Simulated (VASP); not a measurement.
# AlN (P1) in VASP: a series of runs, part 2 of 2

VASP 6.6.1.

## (3) Single point, PBE

INCAR reads:

```
SYSTEM = AlN
ALGO     = Normal         ! electronic algorithm
EDIFF    = 1E-7           ! SCF threshold, eV
ENCUT    = 520            ! plane-wave cutoff, eV
GGA      = PE             ! functional
ISIF     = 2              ! what is computed and relaxed
ISMEAR   = -1             ! smearing method
LASPH    = .True.         ! aspherical terms in the spheres
LCHARG   = .True.         ! write CHGCAR
LELF     = .True.         ! ELF
LREAL    = Auto         
LVHAR    = .True.       
LWAVE    = .False.        ! write WAVECAR
NBANDS   = 86             ! bands
NELM     = 80             ! most SCF steps
PREC     = Accurate       ! precision mode
SIGMA    = 0.026          ! smearing width, eV
```

KPOINTS reads:

```
k-points
0
Gamma
  3 3 2
  0 0 0
```

POSCAR reads:

```
AlN
1.0
    6.2133875243     -0.0000000001      0.0000000000
   -3.1066937621      5.3809514397      0.0000000000
    0.0000000000      0.0000000000      9.9571831061
Al N
16 16
Direct
    0.1602751601      0.3305158985      0.0015985445
    0.3194342096      0.1712648795      0.2502541104
    0.1642197373      0.3299613498      0.4999989402
    0.3558008056      0.1665900557      0.7442599901
    0.1497263370      0.8187169220     -0.0014823469
    0.3345474303      0.6698696393      0.2456346312
    0.1730594994      0.8412627489      0.5001572179
    0.3419987444      0.6667148069      0.7511548116
    0.6496341609      0.3202571180     -0.0033726406
    0.8344825875      0.1828817842      0.2477157419
    0.6721987717      0.3298186241      0.5034745215
    0.8453176280      0.1639405243      0.7505488169
    0.6608565647      0.8248019054      0.0021093315
    0.8248651123      0.6603488323      0.2468656018
    0.6647967761      0.8445885548      0.4982623044
    0.8416027304      0.6629587797      0.7480003050
    0.1642998353      0.3432576972      0.1903115550
    0.3419943072      0.1741987473      0.4381400797
    0.1841212985      0.3347619878      0.6820740291
    0.3171001549      0.1521898142      0.9393074226
    0.1654994275      0.8374134297      0.1882027256
    0.3338803350      0.6750906491      0.4403555658
    0.1663204061      0.8348283850      0.6904976967
    0.3368724453      0.6610803015      0.9366039472
    0.6581780607      0.3353923596      0.1857514299
    0.8371088251      0.1784918542      0.4336917333
    0.6787336807      0.3309056066      0.6916041341
    0.8311084735      0.1667251619      0.9385638388
    0.6688768158      0.8422889615      0.1854329664
    0.8364105244      0.6759947643      0.4381964210
    0.6722186113      0.8362593587      0.6879687686
    0.8211146426      0.6509928661      0.9374250629
```

Potentials or basis: VASP PAW PBE potentials, release 64 (Al, N).

Started as:

```
> cat potpaw_PBE.64/Al/POTCAR potpaw_PBE.64/N/POTCAR > POTCAR
> mpirun -np 1 vasp_std > vasp.out
```

OUTCAR:

```text
SYSTEM = AlN
   EDIFF = 1E-7
   ENCUT = 520
   GGA = PE
   ISIF = 2
   ISMEAR = -1
   LASPH = .True.
   LREAL = Auto
   NELM = 80
   PREC = Accurate

 ion  position               nearest neighbor table
   1  0.160  0.331  0.002-  28 1.88  17 1.88  24 1.89  20 1.91   2 3.01  10 3.01  12 3.02   6 3.04
                             5 3.07   9 3.07   8 3.08  13 3.09  13 3.12   9 3.14   5 3.15   4 3.21
   2  0.319  0.171  0.250-  17 1.86  18 1.88  21 1.90  25 1.93   3 3.01   1 3.01  10 3.05   6 3.05
                             7 3.06   9 3.09  14 3.09  14 3.13   5 3.14  11 3.16   6 3.16  10 3.16
   3  0.164  0.330  0.500-  19 1.82  26 1.88  18 1.90  22 1.95   2 3.01  12 3.03  11 3.06  15 3.06
[... 1079 lines left out ...]
  external PRESSURE =      48.9757676 kB  Pullay stress =       0.0000000 kB

 VOLUME and BASIS-vectors are now :
 -----------------------------------------------------------------------------
  energy-cutoff  :      520.00
  volume of cell :      332.91
      direct lattice vectors                 reciprocal lattice vectors
     6.213387524 -0.000000000  0.000000000     0.160942802  0.092920370  0.000000000
    -3.106693762  5.380951440  0.000000000     0.000000000  0.185840740  0.000000000
     0.000000000  0.000000000  9.957183106     0.000000000  0.000000000  0.100430010

 POSITION                                       TOTAL-FORCE (eV/Angst)
 -----------------------------------------------------------------------------------
     -0.03096      1.77849      0.01592         0.324855     -0.197367     -0.783332
      1.45270      0.92157      2.49183         1.317722     -0.454577     -0.338446
     -0.00473      1.77551      4.97858         0.451501      1.046266     -0.976201
      1.69318      0.89641      7.41073        -2.120857     -0.305623      0.985137
     -1.61320      4.40548      9.94242         0.737493      0.440445     -0.155265
     -0.00241      3.60454      2.44583        -0.307276      1.073654      0.802057
[... 24 lines left out ...]
      1.57875      4.49987      6.85023         0.264172     -0.151054      0.208550
      3.07947      3.50296      9.33411        -0.113901      0.422338      0.092748
 -----------------------------------------------------------------------------------
    total drift:                                0.002526     -0.001924     -0.001516

  FREE ENERGIE OF THE ION-ELECTRON SYSTEM (eV)
  ---------------------------------------------------
  free  energy   TOTEN  =      -237.2859023125 eV

  energy  without entropy=     -237.2859023125  energy(sigma->0) =     -237.28590231
```

OSZICAR:

```text
N       E                     dE             d eps       ncg     rms          rms(c)
DAV:   1     0.543845336431E+03    0.54385E+03   -0.59885E+04  1720   0.135E+03
DAV:   2    -0.221506296573E+03   -0.76535E+03   -0.73444E+03  2196   0.272E+02
DAV:   3    -0.274833162358E+03   -0.53327E+02   -0.52963E+02  2080   0.767E+01
DAV:   4    -0.275577283071E+03   -0.74412E+00   -0.74205E+00  2048   0.992E+00
DAV:   5    -0.275591909068E+03   -0.14626E-01   -0.14616E-01  2048   0.136E+00    0.346E+01
DAV:   6    -0.237315172780E+03    0.38277E+02   -0.15785E+02  1992   0.354E+01    0.121E+01
DAV:   7    -0.237378442517E+03   -0.63270E-01   -0.47480E+00  1928   0.675E+00    0.824E+00
DAV:   8    -0.237293170376E+03    0.85272E-01   -0.37747E-01  1938   0.264E+00    0.107E+00
DAV:   9    -0.237281716848E+03    0.11454E-01   -0.80405E-02  2080   0.816E-01    0.583E-01
DAV:  10    -0.237286076490E+03   -0.43596E-02   -0.14212E-02  1944   0.358E-01    0.217E-01
DAV:  11    -0.237285860721E+03    0.21577E-03   -0.21191E-03  1984   0.156E-01    0.464E-02
DAV:  12    -0.237285899221E+03   -0.38500E-04   -0.23580E-04  1968   0.544E-02    0.232E-02
DAV:  13    -0.237285898721E+03    0.49998E-06   -0.31241E-05  2024   0.237E-02    0.128E-02
DAV:  14    -0.237285902310E+03   -0.35887E-05   -0.11517E-05  1872   0.122E-02    0.450E-03
DAV:  15    -0.237285902217E+03    0.92456E-07   -0.18530E-06  2072   0.542E-03    0.185E-03
DAV:  16    -0.237285902312E+03   -0.95399E-07   -0.47115E-07  1720   0.247E-03
   1 F= -.23728590E+03 E0= -.23728590E+03  d E =-.570943E-11
```

Wall time 5.6 min (1 thread of Intel Xeon 6975P-C (Granite Rapids), shared host); peak memory 0.51 GiB.

Results:

```
Free energy            : -237.2859 eV
Pressure               : 4.9 GPa
Largest force          : 2.358 eV/Å
Band gap on the k mesh : 4.16 eV
```

Forces in eV/Å, atoms in the order of the input:
```
Al   0.325 -0.197 -0.783
Al   1.318 -0.455 -0.338
Al   0.452  1.046 -0.976
Al  -2.121 -0.306  0.985
Al   0.737  0.440 -0.155
Al  -0.307  1.074  0.802
Al  -0.667 -0.416 -0.496
Al  -0.263 -0.186 -0.995
Al   0.271 -0.006  0.060
Al  -0.333 -1.006 -0.506
Al  -0.800  1.522 -0.989
Al   0.511  0.213 -0.119
Al   0.327  0.670 -1.116
Al   0.147  1.052  0.397
Al   0.834 -0.724 -0.364
Al  -0.967  0.447  0.008
N    0.063 -0.373 -0.203
N   -0.330 -0.179  0.428
N   -0.542 -0.181  1.649
N    0.232  0.391 -0.376
N   -0.343 -0.366  0.045
N    0.313 -0.571 -0.464
N    1.218 -0.171 -0.108
N   -0.975 -0.074  0.799
N   -0.238 -0.320  0.242
N    0.404 -0.633  0.786
N    0.519  0.155 -0.379
N    0.055 -0.513  0.372
N    0.092 -0.149  1.051
N   -0.080 -0.456  0.443
N    0.264 -0.151  0.209
N   -0.114  0.422  0.093
```

Stress tensor (GPa, compression positive):
```
 3.96  0.63 -0.04
 0.63  3.84  0.61
-0.04  0.61  6.89
```

Caveat: the cell stands under pressure; the atoms stand as in a frame of molecular dynamics; forces of over 1 eV/Å act on the atoms, so gaps and moduli don't describe the material at rest.

## (4) Single point, PBE

INCAR reads:

```
PREC = Accurate
ENCUT = 520
EDIFF = 1E-7
ISMEAR = -1
SIGMA = 0.026
LREAL = Auto
LASPH = T
NELM = 80
ALGO = Normal
ISIF = 2
LWAVE = F
LCHARG = F
GGA = PE
NBANDS = 86
```

KPOINTS reads:

```
Automatic mesh
0
Gamma
  3 3 2
```

POSCAR reads:

```
AlN
1.0
    6.2133875243     -0.0000000001      0.0000000000
   -3.1066937621      5.3809514397      0.0000000000
    0.0000000000      0.0000000000      9.9571831061
Al N
16 16
Direct
    0.1590175961      0.3248932869     -0.0024172499
    0.3337662140      0.1735024020      0.2497101814
    0.1730482010      0.3430510423      0.4953269361
    0.3350825951      0.1628245506      0.7499537691
    0.1590765350      0.8240960822     -0.0019603938
    0.3266760942      0.6711714537      0.2505405368
    0.1693527064      0.8400200319      0.4964744494
    0.3436052184      0.6645696472      0.7454489810
    0.6595206122      0.3227698706      0.0007997242
    0.8292490828      0.1745224819      0.2464408833
    0.6696614439      0.3383780769      0.4985208113
    0.8478647496      0.1701578262      0.7464211435
    0.6626871778      0.8301063576     -0.0015749434
    0.8260118503      0.6699246482      0.2467608533
    0.6761705600      0.8453062718      0.4985689172
    0.8374620013      0.6626105142      0.7471740673
    0.1605501993      0.3344319346      0.1893178000
    0.3349246873      0.1741403933      0.4406694095
    0.1691243852      0.3290483142      0.6919530279
    0.3301286965      0.1637820021      0.9366998578
    0.1546975375      0.8327360041      0.1900737367
    0.3384405420      0.6666187272      0.4359862577
    0.1856894441      0.8285176051      0.6896439411
    0.3157195949      0.6566418671      0.9439717940
    0.6554550764      0.3310942349      0.1899980125
    0.8399713031      0.1703403218      0.4384676824
    0.6791315258      0.3275779423      0.6856061526
    0.8263135416      0.1541926199      0.9400665731
    0.6623235296      0.8402681293      0.1951523819
    0.8269419219      0.6611117086      0.4442391942
    0.6815747943      0.8362151286      0.6900331074
    0.8231170514      0.6587946462      0.9388310831
```

Started as:

```
> cat potpaw_PBE.64/Al/POTCAR potpaw_PBE.64/N/POTCAR > POTCAR
> mpirun -np 1 vasp_std > vasp.out
```

Wall time 6.8 min (1 thread of Intel Xeon 6975P-C (Granite Rapids), shared host); peak memory 0.51 GiB.

The run converged. Its results:

| Property | Result |
| --- | --- |
| Free energy | -237.4414 eV |
| Pressure | 4.9 GPa |
| Largest force | 1.866 eV/Å |
| Band gap on the k mesh | 4.12 eV |

Forces in eV/Å, atoms in the order of the input:
```
Al   0.105  0.145  0.334
Al  -0.994 -0.723  0.010
Al  -0.167 -0.562  0.635
Al   0.886 -0.030 -0.640
Al  -0.614  0.564  0.103
Al   0.252 -0.260 -0.802
Al   0.262 -0.588  0.311
Al   0.237 -0.102  0.979
Al  -0.047  0.351 -0.647
Al   0.536 -0.393  0.522
Al   0.307 -0.811  0.099
Al  -0.985 -0.688  0.647
Al  -0.542 -0.767  0.453
Al  -0.110 -0.142  0.741
Al  -0.148 -0.814 -0.077
Al   0.735 -0.153 -0.061
N    0.233  0.216 -0.032
N    0.356 -0.414 -0.236
N    0.977  0.615 -0.863
N    0.014 -0.436  0.683
N    0.478  0.431  0.058
N   -0.495  1.024  0.868
N   -1.757  0.479 -0.404
N    1.485  0.311 -0.920
N    0.499  0.638 -0.164
N   -0.494  0.490 -0.136
N   -1.124  0.338  0.767
N   -0.203  0.757 -0.220
N   -0.052 -0.360 -0.986
N    0.507  1.266 -0.985
N   -0.438 -0.272 -0.185
N    0.303 -0.109  0.148
```

Stress tensor (GPa, compression positive):
```
 5.22 -0.78 -0.01
-0.78  5.79 -0.91
-0.01 -0.91  3.56
```

Levels at points of the mesh, in eV from the valence-band top:
```csv
k point,band 62,band 63,band 64,band 65,band 66,band 67
"(0.00, 0.00, 0.00)",-0.30,-0.27,0.00,4.12,5.11,5.12
"(0.00, 0.00, 0.50)",-0.41,-0.35,-0.33,4.77,4.85,4.95
```

Caveat: the cell stands under pressure; the atoms stand as in a frame of molecular dynamics; forces of over 1 eV/Å act on the atoms, so gaps and moduli don't describe the material at rest.

## (5) The runs side by side

```csv
cell,gap on the mesh (eV),pressure (GPa),largest force (eV/Å)
"as given, atomic positions A",4.10,4.5,1.59
"as given, atomic positions B",4.16,4.9,2.36
"as given, atomic positions C",4.12,4.9,1.87
```

Alike in all rows: task single point; level PBE; potentials or basis VASP PAW PBE potentials, release 64 (Al, N); no spin polarisation; k mesh 3 × 3 × 2; cutoff (eV) 520; smearing fermi-dirac 0.026 eV.

Caveats: the cell stands under pressure; the atoms stand as in a frame of molecular dynamics; forces of over 1 eV/Å act on the atoms, so gaps and moduli don't describe the material at rest.

Absolute energies hang on the potentials; compare differences alone.
